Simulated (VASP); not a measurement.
KTaO3: single point with PBEsol

Crystal: KTaO3.

```
CELL_PARAMETERS angstrom
4.28426 0.00000 0.00000
0.00000 3.98536 0.00000
0.00000 0.00000 4.42375
ATOMIC_POSITIONS crystal
K 0.50000 0.50000 0.50000
Ta 0.00000 0.00000 0.00000
O 0.50000 0.00000 0.00000
O 0.00000 0.50000 0.00000
O 0.00000 0.00000 0.50000
```

This cell differs from its parent crystal: normal strain along x +0.0750, normal strain along z +0.1100.

```json
{
 "Program": "VASP 6.6.1",
 "Task": "single point",
 "Functional": "PBEsol",
 "Potentials or basis": "VASP PAW PBE potentials, release 64 (K_sv, Ta_pv, O)",
 "Cutoff": "520 eV",
 "k mesh": "8 × 8 × 8",
 "Occupations": "gaussian, width 0.05 eV",
 "Spin": "no spin polarisation"
}
```

| Item | Value |
| --- | --- |
| Pressure | -21.6 GPa |
| Band gap on the k mesh | 1.54 eV, indirect (least direct gap 2.03 eV) |

Stress tensor (GPa, compression positive):
```
-25.83   0.00   0.00
  0.00  -9.55   0.00
  0.00   0.00 -29.53
```

Levels at points of the mesh, in eV from the valence-band top:
| k point | band 15 | band 16 | band 17 | band 18 | band 19 | band 20 | band 21 | band 22 | band 23 | band 24 |
| --- | --- | --- | --- | --- | --- | --- | --- | --- | --- | --- |
| (0.00, 0.00, 0.00) | -1.16 | -0.72 | -0.68 | -0.53 | -0.50 | 1.54 | 1.62 | 1.64 | 4.07 | 4.64 |
| (0.50, 0.00, 0.00) | -2.13 | -1.99 | -1.13 | -1.03 | -0.64 | 1.70 | 3.66 | 3.67 | 4.36 | 6.98 |
| (0.00, 0.50, 0.00) | -2.22 | -1.70 | -1.08 | -0.79 | -0.68 | 1.69 | 4.28 | 4.45 | 4.46 | 5.68 |
| (0.50, 0.50, 0.00) | -2.32 | -1.76 | -0.95 | -0.91 | -0.21 | 3.71 | 4.47 | 4.63 | 5.27 | 9.30 |
| (0.00, 0.00, 0.50) | -1.69 | -1.59 | -1.31 | -1.11 | -0.82 | 1.71 | 3.38 | 3.38 | 4.90 | 6.89 |
| (0.50, 0.00, 0.50) | -2.13 | -1.94 | -1.94 | -1.76 | -0.06 | 3.41 | 3.69 | 4.43 | 6.73 | 8.56 |
| (0.00, 0.50, 0.50) | -1.93 | -1.91 | -1.25 | -1.21 | -0.17 | 3.42 | 4.47 | 5.09 | 5.20 | 8.71 |
| (0.50, 0.50, 0.50) | -3.80 | -2.97 | -0.17 | -0.09 | 0.00 | 4.52 | 5.14 | 5.31 | 7.94 | 8.18 |

Wall time 120 s on 1 thread of AMD EPYC 9R45 96-Core Processor (Zen 5), on a shared host, peak memory 0.33 GiB.

Caveat: the cell differs from its parent crystal (normal strain along x +0.0750, normal strain along z +0.1100); the PAW data sets were made with another functional, which shifts forces and pressure a little; spin-orbit coupling is left out, which moves the levels of the heavy elements. A k mesh can miss the band edges.
